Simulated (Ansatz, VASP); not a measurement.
## HgTe in VASP and in Ansatz

```
CELL_PARAMETERS angstrom
0.00000 3.22350 3.25574
3.22350 0.00000 3.25574
3.22350 3.22350 0.00000
ATOMIC_POSITIONS crystal
Hg 0.00000 0.00000 0.00000
Te 0.75000 0.75000 0.75000
```

Change from the starting cell: zz strain of +1 %.

Alike in both runs: task single point; functional LDA; k mesh 11 × 11 × 11; occupations fermi-dirac, width 0.03 eV; no spin polarisation.

```csv
,VASP,Ansatz
version,VASP 6.6.1,Ansatz 0.2.0
potentials or method,"VASP PAW LDA potentials, release 64 (Hg, Te), cutoff 520 eV","all-electron LAPW, scalar-relativistic"
```

Ansatz gave:

| Property | Result |
| --- | --- |
| pressure (GPa) | -0.7 |
| traceless stress, the component that is largest in VASP (GPa) | -0.12 |

Question: What did VASP give for the same quantities?

Answer: Pressure (GPa): -0.5; traceless stress, the component that is largest in VASP (GPa): -0.12.

LDA's correlation is that of Perdew and Zunger in VASP and of Perdew and Wang (1992) in Ansatz. Ansatz ran all-electron here, and VASP with PAW potentials.

Neither program's run includes spin-orbit coupling.
